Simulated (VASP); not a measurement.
# CuI (P4/nmm) in VASP: notebook, part 2 of 2

VASP 6.6.1. Earlier steps stand in the parts before.

## Step 4: Relaxation of the atoms, PBEsol

INCAR reads:

```
SYSTEM = CuI
PREC = Accurate ; ENCUT = 520
EDIFF = 1E-7 ; ISMEAR = 0
SIGMA = 0.01 ; LREAL = .False.
LASPH = .True. ; NELM = 120
ALGO = Normal ; ISIF = 2
LWAVE = .False. ; LCHARG = .False.
GGA = PS ; IBRION = 2
NSW = 50 ; EDIFFG = -0.002
GGA_COMPAT = .False. ; NELMIN = 4
```

KPOINTS reads:

```
Automatic mesh
0
Gamma
  6 6 4
  0 0 0
```

POSCAR reads:

```
CuI
1.0
    4.0256558206      0.0000000000      0.0000000000
    0.0000000000      4.0256558206      0.0000000000
    0.0000000000      0.0000000000      6.5060066638
Cu I
2 2
Direct
    0.0000000000      0.0000000000      0.0000000000
    0.5000000000      0.5000000000      0.0000000000
    0.0000000000      0.5000000000      0.2614620756
    0.5000000000      0.0000000000      0.7385379244
```

Potentials or basis: VASP PAW PBE potentials, release 64 (Cu, I).

Run with:

```
$ cat potpaw_PBE.64/Cu/POTCAR potpaw_PBE.64/I/POTCAR > POTCAR
$ mpirun -np 1 vasp_std > vasp.out
```

OUTCAR:

```text
SYSTEM = CuI
   PREC = Accurate
   ENCUT = 520
   EDIFF = 1E-7
   ISMEAR = 0
   LREAL = .False.
   LASPH = .True.
   NELM = 120
   ISIF = 2
   GGA = PS
   IBRION = 2
   NSW = 50
   EDIFFG = -0.002
   NELMIN = 4

 ion  position               nearest neighbor table
   1  0.000  0.000  0.000-   3 2.64   4 2.64   3 2.64   4 2.64
   2  0.500  0.500  0.000-   3 2.64   4 2.64   4 2.64   3 2.64
   3  0.000  0.500  0.261-   1 2.64   2 2.64   1 2.64   2 2.64
   4  0.500  0.000  0.739-   1 2.64   2 2.64   2 2.64   1 2.64

  LATTYP: Found a simple tetragonal cell.
 ALAT       =     4.0256558206
 C/A-ratio  =     1.6161358431

  Lattice vectors:

[... 304 lines left out ...]
  ext. energy  EPLUGINS =         0.00000000
  ---------------------------------------------------
  free energy    TOTEN  =       -12.64355282 eV

  energy without entropy =      -12.64355282  energy(sigma->0) =      -12.64355282

 E-fermi :   4.7859     XC(G=0):  -9.3539

 val. band max:        4.7140497636   @ k =   0.0000   0.0000   0.0000
 cond. band min:       6.2491212410   @ k =   0.0000   0.0000   0.0000
 fundamental gap:      1.5350714775
 Fermi energy:         4.7859458416

 k-point     1 :       0.0000    0.0000    0.0000
  band No.  band energies     occupation
      1      -9.4039      2.00000
      2      -8.6568      2.00000
      3      -1.3410      2.00000
      4       0.7608      2.00000
      5       0.9907      2.00000
      6       0.9907      2.00000
[... 589 lines left out ...]
     21       9.7897      0.00000
     22       9.7897      0.00000

 [... further k-points ...]

------------------------ aborting loop because EDIFF is reached ----------------------------------------

  FORCE on cell =-STRESS in cart. coord.  units (eV):
  Direction    XX          YY          ZZ          XY          YZ          ZX
  --------------------------------------------------------------------------------------
  -------------------------------------------------------------------------------------
  Total       -0.1526098     -0.1526098     -0.0738283      0.0000000      0.0000000      0.0000000
  in kB       -2.3190245     -2.3190245     -1.1218783      0.0000000      0.0000000      0.0000000
  external PRESSURE =      -1.9199758 kB  Pullay stress =       0.0000000 kB
[... 19 lines left out ...]
  FREE ENERGIE OF THE ION-ELECTRON SYSTEM (eV)
  ---------------------------------------------------
  free  energy   TOTEN  =       -12.6435528176 eV

  energy  without entropy=      -12.6435528176  energy(sigma->0) =      -12.64355282

 reached required accuracy - stopping structural energy minimisation
```

OSZICAR:

```text
N       E                     dE             d eps       ncg     rms          rms(c)
DAV:   1     0.273776762140E+03    0.27378E+03   -0.15326E+04  1320   0.178E+03
DAV:   2     0.140581504675E+02   -0.25972E+03   -0.25327E+03  1320   0.354E+02
DAV:   3    -0.121344811501E+02   -0.26193E+02   -0.25443E+02  1810   0.136E+02
[... 36 lines left out ...]
       N       E                     dE             d eps       ncg     rms          rms(c)
DAV:   1    -0.126435379932E+02    0.10175E-05   -0.23814E-03  1326   0.237E-01    0.155E-02
DAV:   2    -0.126435528122E+02   -0.14819E-04   -0.15713E-04  1936   0.912E-02    0.564E-03
DAV:   3    -0.126435527714E+02    0.40713E-07   -0.59904E-06  2024   0.478E-02    0.662E-03
DAV:   4    -0.126435528176E+02   -0.46196E-07   -0.56666E-07  1518   0.111E-02
   4 F= -.12643553E+02 E0= -.12643553E+02  d E =-.174180E-02
```

CONTCAR:

```text
CuI
   1.00000000000000
     4.0256558205999999    0.0000000000000000    0.0000000000000000
     0.0000000000000000    4.0256558205999999    0.0000000000000000
     0.0000000000000000    0.0000000000000000    6.5060066638000000
  Cu              I
     2     2
Direct
     0.0000000000000000    1.0000000000000000    1.0000000000000000
     0.5000000000000000    0.5000000000000000    1.0000000000000000
     0.0000000000000000    0.5000000000000000    0.2591653048763446
     0.5000000000000000    1.0000000000000000    0.7408346951236554

  0.00000000E+00  0.00000000E+00  0.00000000E+00
  0.00000000E+00  0.00000000E+00  0.00000000E+00
  0.00000000E+00  0.00000000E+00  0.00000000E+00
  0.00000000E+00  0.00000000E+00  0.00000000E+00
```

Wall time 3.8 min (1 thread of AMD EPYC 7R43 (Zen 3), shared host); peak memory 0.19 GiB.

Results:

```
Free energy               : -12.6436 eV
Energy gained by relaxing : 0.4 meV/atom
Ionic steps               : 4
Pressure after relaxing   : -0.2 GPa
Band gap on the k mesh    : 1.54 eV
```

Step by step:
```tsv
step	energy change (eV)	largest force (eV/Å)	pressure (GPa)
1	0.0000	0.1151	-0.61
2	-0.0010	0.0727	-0.46
3	-0.0017	0.0100	-0.23
4	-0.0017	0.0002	-0.19
```

Final structure:
```cif
data_structure
_symmetry_space_group_name_H-M 'P 1'
_symmetry_Int_Tables_number 1
_cell_length_a 4.0257
_cell_length_b 4.0257
_cell_length_c 6.5060
_cell_angle_alpha 90.000
_cell_angle_beta 90.000
_cell_angle_gamma 90.000
_cell_volume 105.44
loop_
_atom_site_label
_atom_site_type_symbol
_atom_site_fract_x
_atom_site_fract_y
_atom_site_fract_z
_atom_site_occupancy
Cu1 Cu 0.00000 0.00000 0.00000 1
Cu2 Cu 0.50000 0.50000 0.00000 1
I1 I 0.00000 0.50000 0.25917 1
I2 I 0.50000 0.00000 0.74083 1
```

Levels at points of the mesh, in eV from the valence-band top:
```tsv
k point	band 16	band 17	band 18	band 19	band 20	band 21
(0.00, 0.00, 0.00)	-0.91	0.00	0.00	1.54	3.09	3.29
(0.50, 0.00, 0.00)	-1.23	-0.49	-0.49	3.67	3.67	4.86
(0.50, 0.50, 0.00)	-1.81	-1.17	-1.17	2.54	2.54	2.66
(0.00, 0.00, 0.50)	-1.26	-0.32	-0.32	3.28	3.31	3.44
(0.50, 0.00, 0.50)	-0.82	-0.47	-0.47	2.19	2.19	5.08
(0.50, 0.50, 0.50)	-1.81	-1.08	-1.08	3.95	3.95	4.08
```

Caveat: the PAW data sets were made with another functional, which shifts forces and pressure a little; spin-orbit coupling is left out, which moves the levels of the heavy elements; this functional lacks dispersion, which binds the layers, so the pressure and a relaxed spacing across them are unreliable.

## Step 5: Overview

| task | cell | cutoff (eV) | gap on the mesh (eV) | pressure (GPa) |
| --- | --- | --- | --- | --- |
| single point | a = 4.026, b = 4.026, c = 6.506 Å, 4 atoms, atomic positions A | 600 | 1.54 | -0.1 |
| relaxation of the atoms | atoms relaxed from a = 3.986, b = 3.986, c = 6.441 Å, 4 atoms, atomic positions B | 520 | 1.52 | 0.3 |
| relaxation of the atoms | atoms relaxed from a = 4.026, b = 4.026, c = 6.506 Å, 4 atoms, atomic positions B | 520 | 1.54 | -0.2 |

Alike in all rows: level PBEsol; potentials or basis VASP PAW PBE potentials, release 64 (Cu, I); no spin polarisation; k mesh 6 × 6 × 4; smearing gaussian 0.01 eV.

Caveats: the PAW data sets were made with another functional, which shifts forces and pressure a little; spin-orbit coupling is left out, which moves the levels of the heavy elements; this functional lacks dispersion, which binds the layers, so the pressure and a relaxed spacing across them are unreliable.

Total energies depend on the potentials used, so only differences within one code and one set of settings carry meaning.
